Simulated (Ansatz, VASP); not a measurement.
Two plane-wave programs on ZrTa3

```
Zr Ta
1.0
    -1.95302    1.95302    4.36259
     1.95302   -1.95302    4.36259
     1.95302    1.95302   -4.36259
Zr Ta
1 3
Direct
  0.00000 0.00000 0.00000
  0.50000 0.50000 0.00000
  0.25000 0.75000 0.50000
  0.75000 0.25000 0.50000
```

Alike in both runs: task relaxation of cell and atoms; functional PBE; k mesh 6 × 6 × 6; occupations gaussian, width 0.1 eV; no spin polarisation.

|  | VASP | Ansatz |
| --- | --- | --- |
| version | VASP 6.6.1 | Ansatz 0.2.0 |
| potentials or method | VASP PAW PBE potentials, release 64 (Zr_sv, Ta_pv), cutoff 600 eV | scalar-relativistic, plane waves, PAW |
| valence electrons in the cell | 45 | 51 |

```csv
,VASP,Ansatz,Ansatz less VASP
"gap on the k mesh at the Fermi level, each at its own relaxed structure (eV)",none,none,-
relaxed volume (Å³/atom),19.51,19.49,-0.014
relaxed length of the cell vector where the two differ most in proportion (Å),5.585,5.585,-0.0006
```

A gap of «none» marks a metal or a gap that the smearing closes. VASP's potentials hold 45 valence electrons a cell and Ansatz's 51, so a difference there can come from the potentials and not from the codes.

The k mesh is coarse, so the values compare programs but aren't converged. Neither program's run includes spin-orbit coupling. Noted on VASP's run: the volume moved by over 15 % at a fixed basis, so the end points are rough.
